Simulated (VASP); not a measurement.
Write the native input for VASP 6.6.1 that does the following.

```
Task                   : relaxation of cell and atoms
Functional             : PBE
Potentials or basis    : VASP PAW PBE potentials, release 64 (K_sv, Nd_3, Sb), 4f in core
Cutoff                 : 500 eV
k mesh                 : 4 × 4 × 4
Occupations            : gaussian, width 0.2 eV
Spin                   : no spin polarisation
Dipole correction      : no
Further INCAR settings : ALGO = Normal; EDIFF = 1e-07; IBRION = 2; EDIFFG = -0.08; NSW = 36; ISIF = 3
```

The structure of KNd2Sb3 lies in POSCAR:

```
KNd2Sb3
1.0
   -3.0333163900      3.0333163900      5.0884871500
    3.0333163900     -3.0333163900      5.0884871500
    3.0333163900      3.0333163900     -5.0884871500
K Nd Sb
1 2 3
Direct
    0.0000000000      0.0000000000      0.0000000000
    0.7500000000      0.2500000000      0.5000000000
    0.2500000000      0.7500000000      0.5000000000
    0.5000000000      0.5000000000      0.0000000000
    0.5000000000      0.0000000000      0.5000000000
    0.0000000000      0.5000000000      0.5000000000
```

The cell was generated, and may not be a known phase.

One way to write it, as run:

INCAR

```
SYSTEM = KNd2Sb3
PREC = Accurate
ENCUT = 500
EDIFF = 1E-7
ISMEAR = 0
SIGMA = 0.2
LREAL = .False.
LASPH = .True.
NELM = 200
ALGO = Normal
ISIF = 3
LWAVE = .False.
LCHARG = .False.
GGA = PE
IBRION = 2
NSW = 36
EDIFFG = -0.08
GGA_COMPAT = .False.
NELMIN = 4
LMAXMIX = 6
```

KPOINTS

```
Automatic mesh
0
Gamma
  4 4 4
  0 0 0
```

Potentials or basis: VASP PAW PBE potentials, release 64 (K_sv, Nd_3, Sb), 4f in core.

Run with:

```bash
$ cat potpaw_PBE.64/K_sv/POTCAR potpaw_PBE.64/Nd_3/POTCAR potpaw_PBE.64/Sb/POTCAR > POTCAR
$ mpirun -np 1 vasp_std > vasp.out
```

It gave:

| Property | Result |
| --- | --- |
| Relaxed volume | 42.50 Å³/atom |
| Relaxed cell | a = 7.592 Å, b = 7.592 Å, c = 7.592 Å, α = 129.35°, β = 129.35°, γ = 74.44° |
| Space group after relaxing (to 0.1 Å) | I4/mmm (No. 139) |
| Energy gained by relaxing | 818.9 meV/atom |
| Ionic steps | 7 |
| Pressure after relaxing | -0.1 GPa |
| Band gap on the k mesh | zero (bands 23 and 24 overlap by 0.37 eV) |

Caveat: the volume moved by over 15 % at a fixed basis, so the end points are rough; spin-orbit coupling is left out, which moves the levels of the heavy elements; the 4f electrons are frozen in the core, so they carry no moment and show no levels.

Wall time 7 min on 1 thread of AMD EPYC 9R45 96-Core Processor (Zen 5) (shared host), peak memory 0.38 GiB.
